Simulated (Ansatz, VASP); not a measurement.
## One calculation of SnO2, two programs

Contents of INCAR:

```
  PREC = Accurate
  ENCUT = 520
  EDIFF = 1E-7
  ISMEAR = -1
  SIGMA = 0.02
  LREAL = F
  LASPH = T
  NELM = 100
  ALGO = Normal
  ISIF = 2
  LWAVE = F
  LCHARG = F
  GGA = PE
  IBRION = 2
  NSW = 80
  EDIFFG = -0.02
```

Contents of KPOINTS:

```
regular mesh
0
Gamma
  7 7 9
```

Contents of POSCAR:

```
SnO2
1.0
    4.7380000000      0.0000000000      0.0000000000
    0.0000000000      4.7380000000      0.0000000000
    0.0000000000      0.0000000000      3.2183650000
Sn O
2 4
Direct
    0.0000000000      0.0000000000      0.0000000000
    0.5000000000      0.5000000000      0.5000000000
    0.3053957314      0.3053957314      0.0000000000
    0.1946042686      0.8053957314      0.5000000000
    0.6946042686      0.6946042686      0.0000000000
    0.8053957314      0.1946042686      0.5000000000
```

Input for Ansatz:

```yaml
crystal:
  lattice:
    - [4.738, 0.0, 0.0]
    - [0.0, 4.738, 0.0]
    - [0.0, 0.0, 3.218365]
  atoms:
    - { symbol: Sn, position: [0.0, 0.0, 0.0] }
    - { symbol: Sn, position: [0.5, 0.5, 0.5] }
    - { symbol: O, position: [0.3053957314, 0.3053957314, 0.0] }
    - { symbol: O, position: [0.1946042686, 0.8053957314, 0.5] }
    - { symbol: O, position: [0.6946042686, 0.6946042686, 0.0] }
    - { symbol: O, position: [0.8053957314, 0.1946042686, 0.5] }
kpoints:
  mp_grid: { grid: [7, 7, 9] }
scf:
  occupations: { method: fermi_dirac, width: 0.02 }
hamiltonian:
  xc: pbe
  pseudopotentials: { kind: paw }
output:
  forces: true
  stress: true
  populations: true
  efg:
    quadrupole_moments_barn: { Sn: -0.132, O: -0.02558 }
    contact_densities: true
relax:
  f_tol: 0.02
  max_steps: 60
```

Change from the starting cell: z stretched by +1 %, ions relaxed.

Alike in both runs: task relaxation of the atoms; functional PBE; k mesh 7 × 7 × 9; occupations fermi-dirac, width 0.02 eV; no spin polarisation.

|  | VASP | Ansatz |
| --- | --- | --- |
| version | VASP 6.6.1 | Ansatz 0.2.0 |
| potentials or method | VASP PAW PBE potentials, release 64 (Sn_d, O) | plane-wave PAW, scalar-relativistic |
| plane-wave cutoff (eV) | 520 | 420 |
| valence electrons in the cell | 52 | 52 |

Ansatz gave:

* gap on the k mesh at the Fermi level, each at its own relaxed structure (eV): 1.11

Q: Estimate VASP's values.

A: gap on the k mesh at the Fermi level, each at its own relaxed structure (eV): 1.10.

Ansatz's warnings: stress scf threshold loose.
